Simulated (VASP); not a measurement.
# BaTiO3 (P4mm) in VASP: notebook

BaTiO3 is run at these levels: PBE; tasks: single point.

All numbers are computed with VASP 6.6.1; they aren't measurements. Logs are shortened: lines on timing, memory, paths and dates and some standing lists are left out, and cuts for length are marked.

### Step 1. The cell of the first run

Symmetry: P4mm, No. 99, tetragonal system. Conventional cell: a = 4.000 Å, b = 4.000 Å, c = 4.018 Å, α = 90.00°, β = 90.00°, γ = 90.00°. Within 3.7 Å of Ba (site symmetry 4mm) lie 12 O at 2.79 to 2.88 Å and 8 Ti at 3.45 to 3.49 Å. Ti (site symmetry 4mm) has 6 O at 1.89 to 2.13 Å within 2.5 Å. Within 2.5 Å of O (site symmetry 4mm) lie 2 Ti at 1.89 to 2.13 Å. O (site symmetry 2mm) has 2 Ti at 2.00 Å within 2.7 Å.

### Step 2. Single point, PBE

Contents of INCAR:

```
PREC = Accurate
ENCUT = 520
EDIFF = 1E-7
ISMEAR = -1
SIGMA = 0.01
LREAL = False
LASPH = True
NELM = 100
ALGO = Normal
ISIF = 2
LWAVE = False
LCHARG = False
GGA = PE
NBANDS = 28
```

Contents of KPOINTS:

```
regular mesh
0
Gamma
  4 4 4
```

Contents of POSCAR:

```
BaTiO3
1.0
    3.9998000000      0.0000000000      0.0000000000
    0.0000000000      3.9998000000      0.0000000000
    0.0000000000      0.0000000000      4.0180000000
Ba Ti O
1 1 3
Direct
    0.0000000000      0.0000000000      0.0000000000
    0.5000000000      0.5000000000      0.4900000000
    0.5000000000      0.5000000000      0.0190000000
    0.5000000000      0.0000000000      0.5170000000
    0.0000000000      0.5000000000      0.5170000000
```

Potentials or basis: VASP PAW PBE potentials, release 64 (Ba_sv, Ti_sv, O).

On the command line:

```
cat potpaw_PBE.64/Ba_sv/POTCAR potpaw_PBE.64/Ti_sv/POTCAR potpaw_PBE.64/O/POTCAR > POTCAR
mpirun -np 1 vasp_std > vasp.out
```

OUTCAR:

```text
PREC = Accurate
   ENCUT = 520
   EDIFF = 1E-7
   ISMEAR = -1
   LREAL = False
   LASPH = True
   NELM = 100
   ISIF = 2
   GGA = PE

 ion  position               nearest neighbor table
   1  0.000  0.000  0.000-   4 2.79   5 2.79   5 2.79   4 2.79   3 2.83   3 2.83   3 2.83   3 2.83
                             4 2.88   5 2.88   5 2.88   4 2.88   2 3.45   2 3.45   2 3.45   2 3.45
   2  0.500  0.500  0.490-   3 1.89   4 2.00   5 2.00   4 2.00   5 2.00   3 2.13   1 3.45   1 3.45
                             1 3.45   1 3.45   1 3.49   1 3.49   1 3.49   1 3.49
   3  0.500  0.500  0.019-   2 1.89   2 2.13   1 2.83   1 2.83   1 2.83   1 2.83
   4  0.500  0.000  0.517-   2 2.00   2 2.00   1 2.79   1 2.79   1 2.88   1 2.88
   5  0.000  0.500  0.517-   2 2.00   2 2.00   1 2.79   1 2.79   1 2.88   1 2.88

  LATTYP: Found a simple tetragonal cell.
 ALAT       =     3.9998000000
 C/A-ratio  =     1.0045502275

  Lattice vectors:

 A1 = (   3.9998000000,   0.0000000000,   0.0000000000)
 A2 = (   0.0000000000,   3.9998000000,   0.0000000000)
 A3 = (   0.0000000000,   0.0000000000,   4.0180000000)

Analysis of symmetry for initial positions (statically):
=====================================================================
 Subroutine PRICEL returns:
 Original cell was already a primitive cell.

 Routine SETGRP: Setting up the symmetry group for a
 simple tetragonal supercell.

 Subroutine GETGRP returns: Found  8 space group operations
 (whereof  8 operations were pure point group operations)
 out of a pool of 16 trial point group operations.

The static configuration has the point symmetry C_4v.

Analysis of symmetry for dynamics (positions and initial velocities):
=====================================================================
 Subroutine PRICEL returns:
 Original cell was already a primitive cell.

 Routine SETGRP: Setting up the symmetry group for a
 simple tetragonal supercell.

 Subroutine GETGRP returns: Found  8 space group operations
 (whereof  8 operations were pure point group operations)
 out of a pool of 16 trial point group operations.

The dynamic configuration has the point symmetry C_4v.

 Subroutine INISYM returns: Found  8 space group operations
 (whereof  8 operations are pure point group operations),
 and found     1 'primitive' translations

----------------------------------------------------------------------------------------

                                     Primitive cell

  volume of cell :      64.2816

  direct lattice vectors                    reciprocal lattice vectors
     3.999800000  0.000000000  0.000000000     0.250012501  0.000000000  0.000000000
     0.000000000  3.999800000  0.000000000     0.000000000  0.250012501  0.000000000
     0.000000000  0.000000000  4.018000000     0.000000000  0.000000000  0.248880040

  length of vectors
     3.999800000  3.999800000  4.018000000     0.250012501  0.250012501  0.248880040

  position of ions in fractional coordinates (direct lattice)
     0.000000000  0.000000000  0.000000000
     0.500000000  0.500000000  0.490000000
     0.500000000  0.500000000  0.019000000
     0.500000000  0.000000000  0.517000000
     0.000000000  0.500000000  0.517000000

  ion indices of the primitive-cell ions
   primitive index   ion index
                 1           1
                 2           2
                 3           3
                 4           4
                 5           5

----------------------------------------------------------------------------------------

 KPOINTS: regular mesh

Automatic generation of k-mesh.
 Grid dimensions read from file:
 generate k-points for:    4    4    4

 Generating k-lattice:

  Cartesian coordinates                     Fractional coordinates (reciprocal lattice)
     0.062503125  0.000000000  0.000000000     0.250000000  0.000000000  0.000000000
     0.000000000  0.062503125  0.000000000     0.000000000  0.250000000  0.000000000
     0.000000000  0.000000000  0.062220010     0.000000000  0.000000000  0.250000000

  Length of vectors
     0.062503125  0.062503125  0.062220010

  Shift w.r.t. Gamma in fractional coordinates (k-lattice)
     0.000000000  0.000000000  0.000000000

 Subroutine IBZKPT returns following result:
 ===========================================

 Found     18 irreducible k-points:

 Following reciprocal coordinates:
            Coordinates               Weight
  0.000000  0.000000  0.000000      1.000000
  0.250000  0.000000  0.000000      4.000000
  0.500000  0.000000  0.000000      2.000000
  0.250000  0.250000  0.000000      4.000000
  0.500000  0.250000  0.000000      4.000000
  0.500000  0.500000  0.000000      1.000000
[... 10 lines left out ...]
  0.500000  0.250000  0.500000      4.000000
  0.500000  0.500000  0.500000      1.000000
   k-points           NKPTS =     18   k-points in BZ     NKDIM =     18   number of bands    NBANDS=     28
   number of dos      NEDOS =    301   number of ions     NIONS =      5
   total plane-waves  NPLWV =  27000
   dimension x,y,z NGX =    30 NGY =   30 NGZ =   30
   dimension x,y,z NGXF=    60 NGYF=   60 NGZF=   60
   ions per type =               1   1   3
   NGX,Y,Z   is equivalent  to a cutoff of  12.47, 12.47, 12.41 a.u.
   NGXF,Y,Z  is equivalent  to a cutoff of  24.94, 24.94, 24.83 a.u.
 SYSTEM =  unknown system
   PREC   = accura    normal or accurate (medium, high low for compatibility)
   ISTART =      0    job   : 0-new  1-cont  2-samecut
   ICHARG =      2    charge: 1-file 2-atom 10-const
   ISPIN  =      1    spin polarized calculation?
   LNONCOLLINEAR =      F non collinear calculations
   LSORBIT =      F    spin-orbit coupling
   LASPH  =      T    aspherical Exc in radial PAW
   ENCUT  =  520.0 eV  38.22 Ry    6.18 a.u.   7.44  7.44  7.47*2*pi/ulx,y,z
   NELM   =    100;   NELMIN=  2; NELMDL= -5     # of ELM steps
   EDIFF  = 0.1E-06   stopping-criterion for ELM
   LREAL  =      F    real-space projection
   EDIFFG = 0.1E-05   stopping-criterion for IOM
   NSW    =      0    number of steps for IOM
   IBRION =     -1    ionic relax: 0-MD 1-quasi-New 2-CG
   NFREE  =      0    steps in history (QN), initial steepest desc. (CG)
   ISIF   =      2    stress and relaxation
   ISYM   =      2    0-nonsym 1-usesym 2-fastsym
   POTIM  = 0.5000    time-step for ionic-motion
   TEBEG  =    0.0;   TEEND  =   0.0 temperature during run
   PSTRESS=    0.0 pullay stress
   NELECT =      40.0000    total number of electrons
   NUPDOWN=      -1.0000    fix difference up-down
   EMIN   =  10.00;   EMAX   =-10.00  energy-range for DOS
   EFERMI =   0.00;   METHOD = LEGACY
   ISMEAR =    -1;   SIGMA  =   0.01  broadening in eV -4-tet -1-fermi 0-gaus
   EFERMI_NEDOS =   21; number of points for ismear=-14 and -15
   IALGO  =     38    algorithm
   IMIX   =      4    mixing-type and parameters
     AMIX     =   0.40;   BMIX     =  1.00
     AMIX_MAG =   1.60;   BMIX_MAG =  1.00
  volume/ion in A,a.u.               =      12.86        86.76
  Fermi-wavevector in a.u.,A,eV,Ry     =   1.397653  2.641181 26.578078  1.953434
  Thomas-Fermi vector in A             =   2.520888
   LORBIT       =      0    0 simple, 1 ext, 2 COOP (PROOUT), +10 PAW based schemes
   GGA     = PE    functional components
   LHFCALC =     F    Hartree Fock is set to
   AEXX    =    0.0000 exact exchange contribution
   IVDW    =     0    specifies the selected vdW correction
   LEPSILON=     F    determine dielectric tensor
   LRPA    =     F    only Hartree local field effects (RPA)
 non-spin polarized calculation
  energy-cutoff  :      520.00
  volume of cell :       64.28
 maximum number of plane-waves:      1755
 NGX is ok and might be reduce to    30
   NGX = 15   NGY = 15   NGZ = 15

 number of electron      39.9999977 magnetization

 Free energy of the ion-electron system (eV)
  ---------------------------------------------------
  ext. energy  EPLUGINS =         0.00000000
  ---------------------------------------------------
  free energy    TOTEN  =       -39.97207237 eV

  energy without entropy =      -39.97207237  energy(sigma->0) =      -39.97207237

 E-fermi :   4.1279     XC(G=0): -11.2423

 val. band max:        3.8498126464   @ k =   0.5000   0.5000   0.5000
 cond. band min:       5.6112912108   @ k =   0.0000   0.0000   0.0000
 fundamental gap:      1.7614785644
 Fermi energy:         4.1278836511

 k-point     1 :       0.0000    0.0000    0.0000
  band No.  band energies     occupation
      1     -52.7645      2.00000
      2     -29.0036      2.00000
      3     -28.9757      2.00000
      4     -28.9757      2.00000
      5     -21.0124      2.00000
      6     -13.0728      2.00000
[... 20 lines left out ...]
     27       8.8954      0.00000
     28      11.1456      0.00000

 k-point     2 :       0.2500    0.0000    0.0000
  band No.  band energies     occupation
      1     -52.7640      2.00000
      2     -29.0030      2.00000
      3     -29.0016      2.00000
      4     -28.9747      2.00000
      5     -20.9534      2.00000
      6     -13.1523      2.00000
[... 20 lines left out ...]
     27       9.9702      0.00000
     28      12.1781      0.00000

 k-point     3 :       0.5000    0.0000    0.0000
  band No.  band energies     occupation
      1     -52.7635      2.00000
      2     -29.0281      2.00000
      3     -29.0016      2.00000
      4     -28.9737      2.00000
      5     -20.8927      2.00000
      6     -13.3083      2.00000
[... 20 lines left out ...]
     27      11.3971      0.00000
     28      12.0191      0.00000

 k-point     4 :       0.2500    0.2500    0.0000
  band No.  band energies     occupation
      1     -52.7635      2.00000
      2     -29.0023      2.00000
      3     -29.0004      2.00000
      4     -29.0002      2.00000
      5     -20.9046      2.00000
      6     -13.0578      2.00000
[... 392 lines left out ...]
     27      12.0277      0.00000
     28      12.1604      0.00000

 k-point    17 :       0.5000    0.2500    0.5000
  band No.  band energies     occupation
      1     -52.7620      2.00000
      2     -29.0493      2.00000
      3     -29.0236      2.00000
      4     -28.9972      2.00000
      5     -20.7861      2.00000
      6     -12.4333      2.00000
[... 20 lines left out ...]
     27      11.8668      0.00000
     28      12.0419      0.00000

 k-point    18 :       0.5000    0.5000    0.5000
  band No.  band energies     occupation
      1     -52.7615      2.00000
      2     -29.0480      2.00000
      3     -29.0224      2.00000
      4     -29.0224      2.00000
      5     -20.7523      2.00000
      6     -12.2300      2.00000
[... 20 lines left out ...]
     27      11.4589      0.00000
     28      11.6426      0.00000

------------------------ aborting loop because EDIFF is reached ----------------------------------------

  FORCE on cell =-STRESS in cart. coord.  units (eV):
  Direction    XX          YY          ZZ          XY          YZ          ZX
  --------------------------------------------------------------------------------------
  -------------------------------------------------------------------------------------
  Total        1.5681437      1.5681437      1.9668174      0.0000000     -0.0000000      0.0000000
  in kB       39.0849861     39.0849861     49.0216747      0.0000000     -0.0000000      0.0000000
  external PRESSURE =      42.3972156 kB  Pullay stress =       0.0000000 kB

 VOLUME and BASIS-vectors are now :
 -----------------------------------------------------------------------------
  energy-cutoff  :      520.00
  volume of cell :       64.28
      direct lattice vectors                 reciprocal lattice vectors
     3.999800000  0.000000000  0.000000000     0.250012501  0.000000000  0.000000000
     0.000000000  3.999800000  0.000000000     0.000000000  0.250012501  0.000000000
     0.000000000  0.000000000  4.018000000     0.000000000  0.000000000  0.248880040

 POSITION                                       TOTAL-FORCE (eV/Angst)
 -----------------------------------------------------------------------------------
      0.00000      0.00000      0.00000        -0.000000      0.000000      0.071826
      1.99990      1.99990      1.96882        -0.000000      0.000000     -0.199504
      1.99990      1.99990      0.07634        -0.000000     -0.000000      0.305353
      1.99990      0.00000      2.07731        -0.000000      0.000000     -0.088838
      0.00000      1.99990      2.07731         0.000000     -0.000000     -0.088838
 -----------------------------------------------------------------------------------
    total drift:                                0.000000      0.000000      0.000134

  FREE ENERGIE OF THE ION-ELECTRON SYSTEM (eV)
  ---------------------------------------------------
  free  energy   TOTEN  =       -39.9720723653 eV

  energy  without entropy=      -39.9720723653  energy(sigma->0) =      -39.97207237
```

It took 40 s on 1 thread of Intel Xeon 6975P-C, shared host; peak memory 0.19 GiB.

Results:

```
Free energy            : -39.9721 eV
Pressure               : 4.2 GPa
Largest force          : 0.305 eV/Å
Band gap on the k mesh : 1.76 eV, indirect (least direct gap 2.05 eV)
```

Forces in eV/Å, atoms in the order of the input:
```
Ba   0.000  0.000  0.072
Ti   0.000  0.000 -0.200
O    0.000  0.000  0.305
O    0.000  0.000 -0.089
O    0.000  0.000 -0.089
```

Stress tensor (GPa, compression positive):
```
3.91 0.00 0.00
0.00 3.91 0.00
0.00 0.00 4.90
```

Levels at points of the mesh, in eV from the valence-band top:
```
           k point  band 17  band 18  band 19  band 20  band 21  band 22  band 23  band 24
(0.00, 0.00, 0.00)    -1.14    -0.31    -0.29    -0.29     1.76     1.98     1.98     3.95
(0.50, 0.00, 0.00)    -1.83    -1.73    -0.94    -0.84     2.11     3.48     3.51     4.01
(0.50, 0.50, 0.00)    -1.76    -0.97    -0.97    -0.09     3.52     3.52     3.91     4.68
(0.00, 0.00, 0.50)    -1.94    -1.94    -0.71    -0.71     1.92     3.54     3.54     3.95
(0.50, 0.00, 0.50)    -1.72    -0.91    -0.89    -0.17     3.50     3.55     3.90     4.79
(0.50, 0.50, 0.50)    -2.42    -0.08    -0.08     0.00     4.15     4.15     4.15     6.53
```

Caveat: spin-orbit coupling is left out, which moves the levels of the heavy elements. A k mesh can miss the band edges.

### Step 3. Single point, PBE

Contents of INCAR:

```
SYSTEM = BaTiO3
ALGO = Normal ; EDIFF = 1E-6
ENCUT = 520 ; GGA = PE
ISIF = 2 ; ISMEAR = -1
LASPH = .True. ; LCHARG = .True.
LELF = .True. ; LREAL = .False.
LVHAR = .True. ; LWAVE = .False.
NBANDS = 28 ; NELM = 60
PREC = Accurate ; SIGMA = 0.01
```

Contents of KPOINTS:

```
k-points
0
Gamma
  4 4 4
  0 0 0
```

POSCAR is that of step 2.

Potentials or basis: VASP PAW PBE potentials, release 64 (Ba_sv, Ti_sv, O).

On the command line:

```
cat potpaw_PBE.64/Ba_sv/POTCAR potpaw_PBE.64/Ti_sv/POTCAR potpaw_PBE.64/O/POTCAR > POTCAR
mpirun -np 1 vasp_std > vasp.out
```

Wall time 41 s (1 thread of Intel Xeon 6975P-C, shared host); peak memory 0.19 GiB.

The run converged. Its results:

```yaml
Free_energy: -39.9721 eV
Pressure: 4.2 GPa
Largest_force: 0.305 eV/Å
Band_gap_on_the_k_mesh: 1.76 eV, indirect (least direct gap 2.05 eV)
```

Forces on the atoms (eV/Å):
```
Ba   0.000  0.000  0.072
Ti   0.000  0.000 -0.199
O    0.000  0.000  0.305
O    0.000  0.000 -0.089
O    0.000  0.000 -0.089
```

Stress tensor (GPa, compression positive):
```
3.91 0.00 0.00
0.00 3.91 0.00
0.00 0.00 4.90
```

Levels at points of the mesh, in eV from the valence-band top:
| k point | band 18 | band 19 | band 20 | band 21 | band 22 | band 23 |
| --- | --- | --- | --- | --- | --- | --- |
| (0.00, 0.00, 0.00) | -0.31 | -0.29 | -0.29 | 1.76 | 1.98 | 1.98 |
| (0.50, 0.00, 0.00) | -1.73 | -0.94 | -0.84 | 2.11 | 3.48 | 3.51 |
| (0.50, 0.50, 0.00) | -0.97 | -0.97 | -0.09 | 3.52 | 3.52 | 3.91 |
| (0.00, 0.00, 0.50) | -1.94 | -0.71 | -0.71 | 1.92 | 3.54 | 3.54 |
| (0.50, 0.00, 0.50) | -0.91 | -0.89 | -0.17 | 3.50 | 3.55 | 3.90 |
| (0.50, 0.50, 0.50) | -0.08 | -0.08 | 0.00 | 4.15 | 4.15 | 4.15 |

Caveat: spin-orbit coupling is left out, which moves the levels of the heavy elements.
